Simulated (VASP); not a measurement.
# NaMgF3 (P4mm) in VASP: single point with LDA

Aim: the single point of NaMgF3 with LDA.

Everything below comes from runs of VASP 6.6.1. Logs are shortened: lines on timing, memory, paths and dates and some standing lists are left out, and cuts for length are marked.

## 1. The cell of the first run

The structure is tetragonal, space group P4mm (No. 99). The conventional cell has a = 3.951 Å, b = 3.951 Å, c = 3.951 Å, α = 90.00°, β = 90.00°, γ = 90.00°. Na (site symmetry 4mm) has 12 F at 2.79 Å and 8 Mg at 3.28 to 3.58 Å within 3.7 Å. Mg (site symmetry 4mm) has 6 F at 1.71 to 2.24 Å within 2.3 Å. F (site symmetry 4mm) has 2 Mg at 1.71 to 2.24 Å within 2.3 Å. F (site symmetry 2mm) has 2 Mg at 1.99 Å within 2.6 Å.

## 2. Single point, LDA

INCAR

```
SYSTEM = NaMgF3
  PREC = Accurate
  ENCUT = 520
  EDIFF = 1E-7
  ISMEAR = 0
  SIGMA = 0.05
  LREAL = .FALSE.
  LASPH = .TRUE.
  NELM = 80
  ALGO = Normal
  ISIF = 2
  LWAVE = .FALSE.
  LCHARG = .FALSE.
  GGA = CA
  NBANDS = 23
```

KPOINTS

```
Automatic mesh
0
G
  6 6 6
  0 0 0
```

POSCAR

```
NaMgF3
1.0
    3.9508390000      0.0000000000      0.0000000000
    0.0000000000      3.9508390000      0.0000000000
    0.0000000000      0.0000000000      3.9508390000
Na Mg F
1 1 3
Direct
    0.0000000000      0.0000000000      0.0000000000
    0.5000000000      0.5000000000      0.4335584163
    0.5000000000      0.5000000000      0.0000000000
    0.5000000000      0.0000000000      0.5000000000
    0.0000000000      0.5000000000      0.5000000000
```

Potentials or basis: VASP PAW LDA potentials, release 64 (Na_pv, Mg, F).

Run with:

```bash
$ cat potpaw_LDA.64/Na_pv/POTCAR potpaw_LDA.64/Mg/POTCAR potpaw_LDA.64/F/POTCAR > POTCAR
$ mpirun -np 1 vasp_std > vasp.out
```

OUTCAR:

```text
SYSTEM = NaMgF3
   PREC = Accurate
   ENCUT = 520
   EDIFF = 1E-7
   ISMEAR = 0
   LREAL = .FALSE.
   LASPH = .TRUE.
   NELM = 80
   ISIF = 2
   GGA = CA

 ion  position               nearest neighbor table
   1  0.000  0.000  0.000-
   2  0.500  0.500  0.434-   3 1.71   4 1.99   5 1.99   4 1.99   5 1.99   3 2.24
   3  0.500  0.500  0.000-   2 1.71   2 2.24
   4  0.500  0.000  0.500-   2 1.99   2 1.99
   5  0.000  0.500  0.500-   2 1.99   2 1.99

  LATTYP: Found a simple cubic cell.
 ALAT       =     3.9508390000

  Lattice vectors:

 A1 = (   3.9508390000,   0.0000000000,   0.0000000000)
 A2 = (   0.0000000000,   3.9508390000,   0.0000000000)
 A3 = (   0.0000000000,   0.0000000000,   3.9508390000)

Analysis of symmetry for initial positions (statically):
=====================================================================
 Subroutine PRICEL returns:
 Original cell was already a primitive cell.

 Routine SETGRP: Setting up the symmetry group for a
 simple cubic supercell.

 Subroutine GETGRP returns: Found  8 space group operations
 (whereof  8 operations were pure point group operations)
 out of a pool of 48 trial point group operations.

The static configuration has the point symmetry C_4v.

Analysis of symmetry for dynamics (positions and initial velocities):
=====================================================================
 Subroutine PRICEL returns:
 Original cell was already a primitive cell.

 Routine SETGRP: Setting up the symmetry group for a
 simple cubic supercell.

 Subroutine GETGRP returns: Found  8 space group operations
 (whereof  8 operations were pure point group operations)
 out of a pool of 48 trial point group operations.

The dynamic configuration has the point symmetry C_4v.

 Subroutine INISYM returns: Found  8 space group operations
 (whereof  8 operations are pure point group operations),
 and found     1 'primitive' translations

----------------------------------------------------------------------------------------

                                     Primitive cell

  volume of cell :      61.6692

  direct lattice vectors                    reciprocal lattice vectors
     3.950839000  0.000000000  0.000000000     0.253110795  0.000000000  0.000000000
     0.000000000  3.950839000  0.000000000     0.000000000  0.253110795  0.000000000
     0.000000000  0.000000000  3.950839000     0.000000000  0.000000000  0.253110795

  length of vectors
     3.950839000  3.950839000  3.950839000     0.253110795  0.253110795  0.253110795

  position of ions in fractional coordinates (direct lattice)
     0.000000000  0.000000000  0.000000000
     0.500000000  0.500000000  0.433558416
     0.500000000  0.500000000  0.000000000
     0.500000000  0.000000000  0.500000000
     0.000000000  0.500000000  0.500000000

  ion indices of the primitive-cell ions
   primitive index   ion index
                 1           1
                 2           2
                 3           3
                 4           4
                 5           5

----------------------------------------------------------------------------------------

 KPOINTS: Automatic mesh

Automatic generation of k-mesh.
 Grid dimensions read from file:
 generate k-points for:    6    6    6

 Generating k-lattice:

  Cartesian coordinates                     Fractional coordinates (reciprocal lattice)
     0.042185132  0.000000000  0.000000000     0.166666667  0.000000000  0.000000000
     0.000000000  0.042185132  0.000000000     0.000000000  0.166666667  0.000000000
     0.000000000  0.000000000  0.042185132     0.000000000  0.000000000  0.166666667

  Length of vectors
     0.042185132  0.042185132  0.042185132

  Shift w.r.t. Gamma in fractional coordinates (k-lattice)
     0.000000000  0.000000000  0.000000000

 Subroutine IBZKPT returns following result:
 ===========================================

 Found     40 irreducible k-points:

 Following reciprocal coordinates:
            Coordinates               Weight
  0.000000  0.000000  0.000000      1.000000
  0.166667  0.000000  0.000000      4.000000
  0.000000  0.000000  0.166667      2.000000
  0.333333  0.000000  0.000000      4.000000
  0.000000  0.000000  0.333333      2.000000
  0.500000  0.000000  0.000000      2.000000
[... 16 lines left out ...]
  0.166667  0.166667  0.166667      8.000000
  0.333333  0.166667  0.166667     16.000000
 [... further k-points ...]
   k-points           NKPTS =     40   k-points in BZ     NKDIM =     40   number of bands    NBANDS=     23
   number of dos      NEDOS =    301   number of ions     NIONS =      5
   total plane-waves  NPLWV =  27000
   dimension x,y,z NGX =    30 NGY =   30 NGZ =   30
   dimension x,y,z NGXF=    60 NGYF=   60 NGZF=   60
   ions per type =               1   1   3
   NGX,Y,Z   is equivalent  to a cutoff of  12.62, 12.62, 12.62 a.u.
   NGXF,Y,Z  is equivalent  to a cutoff of  25.25, 25.25, 25.25 a.u.
 SYSTEM =  NaMgF3
   PREC   = accura    normal or accurate (medium, high low for compatibility)
   ISTART =      0    job   : 0-new  1-cont  2-samecut
   ICHARG =      2    charge: 1-file 2-atom 10-const
   ISPIN  =      1    spin polarized calculation?
   LNONCOLLINEAR =      F non collinear calculations
   LSORBIT =      F    spin-orbit coupling
   LASPH  =      T    aspherical Exc in radial PAW
   ENCUT  =  520.0 eV  38.22 Ry    6.18 a.u.   7.35  7.35  7.35*2*pi/ulx,y,z
   NELM   =     80;   NELMIN=  2; NELMDL= -5     # of ELM steps
   EDIFF  = 0.1E-06   stopping-criterion for ELM
   LREAL  =      F    real-space projection
   EDIFFG = 0.1E-05   stopping-criterion for IOM
   NSW    =      0    number of steps for IOM
   IBRION =     -1    ionic relax: 0-MD 1-quasi-New 2-CG
   NFREE  =      0    steps in history (QN), initial steepest desc. (CG)
   ISIF   =      2    stress and relaxation
   ISYM   =      2    0-nonsym 1-usesym 2-fastsym
   POTIM  = 0.5000    time-step for ionic-motion
   TEBEG  =    0.0;   TEEND  =   0.0 temperature during run
   PSTRESS=    0.0 pullay stress
   NELECT =      30.0000    total number of electrons
   NUPDOWN=      -1.0000    fix difference up-down
   EMIN   =  10.00;   EMAX   =-10.00  energy-range for DOS
   EFERMI =   0.00;   METHOD = LEGACY
   ISMEAR =     0;   SIGMA  =   0.05  broadening in eV -4-tet -1-fermi 0-gaus
   EFERMI_NEDOS =   21; number of points for ismear=-14 and -15
   IALGO  =     38    algorithm
   IMIX   =      4    mixing-type and parameters
     AMIX     =   0.40;   BMIX     =  1.00
     AMIX_MAG =   1.60;   BMIX_MAG =  1.00
  volume/ion in A,a.u.               =      12.33        83.23
  Fermi-wavevector in a.u.,A,eV,Ry     =   1.287536  2.433090 22.555030  1.657748
  Thomas-Fermi vector in A             =   2.419544
   LORBIT       =      0    0 simple, 1 ext, 2 COOP (PROOUT), +10 PAW based schemes
   GGA     = CA    functional components
   LHFCALC =     F    Hartree Fock is set to
   AEXX    =    0.0000 exact exchange contribution
   IVDW    =     0    specifies the selected vdW correction
   LEPSILON=     F    determine dielectric tensor
   LRPA    =     F    only Hartree local field effects (RPA)
 non-spin polarized calculation
 Gauss-broadening in eV      SIGMA  =   0.05
  energy-cutoff  :      520.00
  volume of cell :       61.67
 maximum number of plane-waves:      1675
 NGX is ok and might be reduce to    30
   NGX = 15   NGY = 15   NGZ = 15

 number of electron      29.9999968 magnetization

 Free energy of the ion-electron system (eV)
  ---------------------------------------------------
  ext. energy  EPLUGINS =         0.00000000
  ---------------------------------------------------
  free energy    TOTEN  =       -26.18053695 eV

  energy without entropy =      -26.18053695  energy(sigma->0) =      -26.18053695

 E-fermi :  -1.7762     XC(G=0):  -9.8714

 val. band max:       -1.9857003810   @ k =   0.5000   0.5000   0.5000
 cond. band min:       3.5140080717   @ k =   0.0000   0.0000   0.0000
 fundamental gap:      5.4997084527
 Fermi energy:        -1.7761715780

 k-point     1 :       0.0000    0.0000    0.0000
  band No.  band energies     occupation
      1     -22.1567      2.00000
      2     -22.1567      2.00000
      3     -22.1496      2.00000
      4     -21.9647      2.00000
      5     -21.2203      2.00000
      6     -21.0542      2.00000
[... 15 lines left out ...]
     22      12.9190      0.00000
     23      13.7253      0.00000

 k-point     2 :       0.1667    0.0000    0.0000
  band No.  band energies     occupation
      1     -22.2017      2.00000
      2     -22.1564      2.00000
      3     -22.1489      2.00000
      4     -21.8808      2.00000
      5     -21.2243      2.00000
      6     -21.0802      2.00000
[... 15 lines left out ...]
     22      13.6678      0.00000
     23      13.8004      0.00000

 k-point     3 :       0.0000    0.0000    0.1667
  band No.  band energies     occupation
      1     -22.1859      2.00000
      2     -22.1564      2.00000
      3     -22.1564      2.00000
      4     -21.8838      2.00000
      5     -21.2559      2.00000
      6     -21.0525      2.00000
[... 15 lines left out ...]
     22      13.9598      0.00000
     23      14.0711      0.00000

 k-point     4 :       0.3333    0.0000    0.0000
  band No.  band energies     occupation
      1     -22.2547      2.00000
      2     -22.1556      2.00000
      3     -22.1481      2.00000
      4     -21.7302      2.00000
      5     -21.2504      2.00000
      6     -21.1314      2.00000
[... 15 lines left out ...]
     22      13.9821      0.00000
     23      14.0906      0.00000

 k-point     5 :       0.0000    0.0000    0.3333
  band No.  band energies     occupation
      1     -22.2301      2.00000
      2     -22.1556      2.00000
      3     -22.1556      2.00000
      4     -21.7174      2.00000
      5     -21.3597      2.00000
      6     -21.0478      2.00000
[... 434 lines left out ...]
 k-point    22 :       0.0000    0.5000    0.5000
  band No.  band energies     occupation
      1     -22.2104      2.00000
      2     -22.1904      2.00000
      3     -22.1537      2.00000
      4     -21.4920      2.00000
      5     -21.3170      2.00000
      6     -21.2383      2.00000
[... 15 lines left out ...]
     22      14.8647      0.00000
     23      15.1226      0.00000

 k-point    23 :       0.1667    0.1667    0.1667
  band No.  band energies     occupation
      1     -22.2119      2.00000
      2     -22.1641      2.00000
      3     -22.1594      2.00000
      4     -21.7731      2.00000
      5     -21.2562      2.00000
      6     -21.1025      2.00000
[... 15 lines left out ...]
     22      13.7843      0.00000
     23      14.3217      0.00000

 k-point    24 :       0.3333    0.1667    0.1667
  band No.  band energies     occupation
      1     -22.2313      2.00000
      2     -22.1676      2.00000
      3     -22.1553      2.00000
      4     -21.6692      2.00000
      5     -21.2603      2.00000
      6     -21.1596      2.00000
[... 15 lines left out ...]
     22      14.1136      0.00000
     23      14.5098      0.00000

 [... further k-points ...]
[... 5 lines left out ...]
  --------------------------------------------------------------------------------------
  -------------------------------------------------------------------------------------
  Total       -3.0166266     -3.0166266      1.3306001      0.0000000      0.0000000      0.0000000
  in kB      -78.3725798    -78.3725798     34.5692656      0.0000000      0.0000000      0.0000000
  external PRESSURE =     -40.7252980 kB  Pullay stress =       0.0000000 kB

 VOLUME and BASIS-vectors are now :
 -----------------------------------------------------------------------------
  energy-cutoff  :      520.00
  volume of cell :       61.67
      direct lattice vectors                 reciprocal lattice vectors
     3.950839000  0.000000000  0.000000000     0.253110795  0.000000000  0.000000000
     0.000000000  3.950839000  0.000000000     0.000000000  0.253110795  0.000000000
     0.000000000  0.000000000  3.950839000     0.000000000  0.000000000  0.253110795

 POSITION                                       TOTAL-FORCE (eV/Angst)
 -----------------------------------------------------------------------------------
      0.00000      0.00000      0.00000         0.000000     -0.000000     -0.255207
      1.97542      1.97542      1.71292         0.000000     -0.000000      3.863839
      1.97542      1.97542      0.00000         0.000000      0.000000     -3.066441
      1.97542      0.00000      1.97542        -0.000000     -0.000000     -0.271095
      0.00000      1.97542      1.97542         0.000000     -0.000000     -0.271095
 -----------------------------------------------------------------------------------
    total drift:                                0.000000      0.000000      0.000043

  FREE ENERGIE OF THE ION-ELECTRON SYSTEM (eV)
  ---------------------------------------------------
  free  energy   TOTEN  =       -26.1805369501 eV

  energy  without entropy=      -26.1805369500  energy(sigma->0) =      -26.18053695
```

Wall time 19 s (1 thread of Intel Xeon 6975P-C (Granite Rapids), shared host); peak memory 0.17 GiB.

What came out:

| Quantity | Value |
| --- | --- |
| Free energy | -26.1805 eV |
| Pressure | -4.1 GPa |
| Largest force | 3.864 eV/Å |
| Band gap on the k mesh | 5.50 eV, indirect (least direct gap 5.99 eV) |

Forces in eV/Å, atoms in the order of the input:
```
Na   0.000  0.000 -0.255
Mg   0.000  0.000  3.864
F    0.000  0.000 -3.066
F    0.000  0.000 -0.271
F    0.000  0.000 -0.271
```

Levels at points of the mesh, in eV from the valence-band top:
```tsv
k point	band 12	band 13	band 14	band 15	band 16	band 17	band 18	band 19
(0.00, 0.00, 0.00)	-0.68	-0.56	-0.49	-0.49	5.50	12.54	12.92	13.03
(0.50, 0.00, 0.00)	-1.05	-0.95	-0.73	-0.60	8.46	8.84	14.08	14.25
(0.00, 0.00, 0.50)	-1.31	-0.89	-0.52	-0.52	8.36	8.92	14.02	14.27
(0.50, 0.50, 0.00)	-1.12	-1.04	-1.04	-0.01	10.02	10.60	10.60	12.56
(0.00, 0.50, 0.50)	-1.23	-1.20	-1.03	-0.15	9.95	10.58	10.75	12.37
(0.50, 0.50, 0.50)	-1.11	-0.14	-0.14	0.00	9.77	12.23	12.23	12.36
```

Caveat: the cell differs from its parent crystal (all Mg atoms moved +0.263 Å, as atom 2 towards its neighbour atom 3 (F) at 1.975 Å); forces of over 1 eV/Å act on the atoms, so gaps and moduli don't describe the material at rest.
